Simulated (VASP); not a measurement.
Here is a VASP 6.6.1 calculation.

INCAR

```
SYSTEM = H
ALGO = Normal
EDIFF = 1E-7
ENCUT = 520
GGA = PS
ISIF = 2
ISMEAR = 0
LASPH = .True.
LCHARG = .False.
LREAL = .False.
LWAVE = .False.
NBANDS = 10
NELM = 100
PREC = Accurate
SIGMA = 0.05
```

The input KPOINTS:

```
k-points
0
Gamma
  6 6 6
  0 0 0
```

Contents of POSCAR:

```
H
1.0
    2.6234813799     -2.5669048168      0.0000000000
    2.6234813799      2.5669048168      0.0000000000
    0.0000000000      0.0000000000      4.0175634600
H
4
Direct
    0.9532956300      0.0467043700      0.0685088900
    0.4532956300      0.5467043700      0.4314911100
    0.5467043700      0.4532956300      0.5685088900
    0.0467043700      0.9532956300      0.9314911100
```

Potentials or basis: VASP PAW PBE potentials, release 64 (H).

The run is started by

```sh
$ cat potpaw_PBE.64/H/POTCAR > POTCAR
$ mpirun -np 1 vasp_std > vasp.out
```

(1) What does it give for the pressure?

(2) What does it give for the largest force?

## Answers

(1) 1.4 GPa.

(2) 1.068 eV/Å.

Caveat: the cell differs from its parent crystal (strain +0.000 along x and y, -0.030 along z); the PAW data sets were made with another functional, which shifts forces and pressure a little.
